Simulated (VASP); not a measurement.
Set up this calculation in VASP 6.6.1, as the native input.

```yaml
Task: single point
Functional: HSE06
Potentials_or_basis: VASP PAW PBE potentials, release 64 (Ge_d, Mg)
Cutoff: 520 eV
k_mesh: 6 × 6 × 6
Occupations: fermi-dirac, width 0.02 eV
Spin: no spin polarisation
Dipole_correction: no
Grid_for_exact_exchange_PRECFOCK: Normal
Further_INCAR_settings: ALGO = Normal; EDIFF = 1e-06; NBANDS = 16
Share_of_exact_exchange: 0.25
Screening_parameter: 0.2079 1/Å
```

Crystal: Mg2Ge.

```
Ge Mg
1.0
     0.00000    3.05578    3.05578
     3.05578    0.00000    3.05578
     3.05578    3.05578    0.00000
Ge Mg
1 2
Direct
  0.00000 0.00000 0.00000
  0.25000 0.25000 0.25000
  0.75000 0.75000 0.75000
```

This cell differs from its parent crystal: strain -4.0%.

The input as run:

POSCAR

```
Mg2Ge
1.0
    0.0000000000      3.0557771880      3.0557771880
    3.0557771880      0.0000000000      3.0557771880
    3.0557771880      3.0557771880      0.0000000000
Ge Mg
1 2
Direct
    0.0000000000      0.0000000000      0.0000000000
    0.2500000000      0.2500000000      0.2500000000
    0.7500000000      0.7500000000      0.7500000000
```

INCAR.step1

```
PREC = Accurate ; ENCUT = 520
EDIFF = 1E-5 ; ISMEAR = -1
SIGMA = 0.02 ; LREAL = F
LASPH = T ; NELM = 120
ALGO = Normal ; ISIF = 2
LWAVE = T ; LCHARG = F
NBANDS = 16 ; GGA = PE
GGA_COMPAT = F
```

INCAR.step2

```
PREC = Accurate ; ENCUT = 520
EDIFF = 1E-6 ; ISMEAR = -1
SIGMA = 0.02 ; LREAL = F
LASPH = T ; NELM = 120
ALGO = Normal ; ISIF = 2
LWAVE = F ; LCHARG = F
GGA = PE ; LHFCALC = T
HFSCREEN = 0.2079 ; PRECFOCK = Normal
NBANDS = 16 ; ISTART = 1
GGA_COMPAT = F
```

KPOINTS

```
regular mesh
0
Gamma
  6 6 6
```

Potentials or basis: VASP PAW PBE potentials, release 64 (Ge_d, Mg).

Command:

```sh
$ cat potpaw_PBE.64/Ge_d/POTCAR potpaw_PBE.64/Mg/POTCAR > POTCAR
$ cp INCAR.step1 INCAR
$ mpirun -np 1 vasp_std > vasp.out
$ cp INCAR.step2 INCAR
$ mpirun -np 1 vasp_std > vasp.out
```

It gave:

* Pressure: 9.1 GPa
* Band gap on the k mesh: 0.41 eV (least direct gap 2.54 eV)

Caveat: the cell differs from its parent crystal (strain -4.0%); the cell stands under pressure; the structure was generated, so it needn't be the stable form of Mg2Ge; the PAW data sets were made with another functional, which shifts forces and pressure a little.

Run time: 88 min on 1 thread of Intel(R) Xeon(R) Platinum 8488C (Sapphire Rapids), on a shared host, peak memory 0.32 GiB.
